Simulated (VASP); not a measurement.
A run of VASP 6.6.1:

INCAR

```
PREC = Accurate
ENCUT = 520
EDIFF = 1E-6
ISMEAR = -1
SIGMA = 0.1
LREAL = F
LASPH = T
NELM = 60
ALGO = Normal
ISIF = 2
LWAVE = F
LCHARG = F
GGA = PE
NBANDS = 13
```

File KPOINTS:

```
regular mesh
0
Gamma
  14 14 14
```

The input POSCAR:

```
Pb
1.0
   -1.9327756367      1.9327756367      1.9327756367
    1.9327756367     -1.9327756367      1.9327756367
    1.9327756367      1.9327756367     -1.9327756367
Pb
1
Direct
    0.0000000000      0.0000000000      0.0000000000
```

Potentials or basis: VASP PAW PBE potentials, release 64 (Pb_d).

Command:

```bash
$ cat potpaw_PBE.64/Pb_d/POTCAR > POTCAR
$ mpirun -np 1 vasp_std > vasp.out
```

Hardware: 1 thread of Intel(R) Xeon(R) 6975P-C (Granite Rapids), with other jobs on the host.

**Question.** Estimate the wall time of this run.

**Answer.** It took 15 s on 1 thread of Intel(R) Xeon(R) 6975P-C (Granite Rapids), with other jobs on the host, peak memory 0.18 GiB. Counts: scf iterations 11, k points 104.
